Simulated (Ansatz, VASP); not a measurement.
ZnS: VASP beside Ansatz

```
Zn S
1.0
     0.00000    2.58632    2.81982
     2.58632    0.00000    2.81982
     2.58632    2.58632    0.00000
Zn S
1 1
Direct
  0.00000 0.00000 0.00000
  0.25000 0.25000 0.25000
```

Change from the starting cell: epitaxial_xy strain -4.0%.

Alike in both runs: task single point; functional HSE06; k mesh 6 × 6 × 6; no spin polarisation.

|  | VASP | Ansatz |
| --- | --- | --- |
| version | VASP 6.6.1 | Ansatz 0.2.0 |
| potentials or method | VASP PAW PBE potentials, release 64 (Zn, S) | plane waves, PAW |
| plane-wave cutoff (eV) | 520 | 420 |
| occupations | gaussian, width 0.01 eV | fixed |
| valence electrons in the cell | 18 | 18 |

|  | VASP | Ansatz | Ansatz less VASP |
| --- | --- | --- | --- |
| gap on the k mesh at the Fermi level (eV) | 3.38 | 3.39 | +0.008 |
| pressure (GPa) | 4.6 | 4.6 | -0.03 |
| traceless stress, the component that is largest in VASP (GPa) | -2.79 | -2.79 | +0.003 |

Ansatz's warnings: stress exchange threshold loose, stress scf threshold loose.
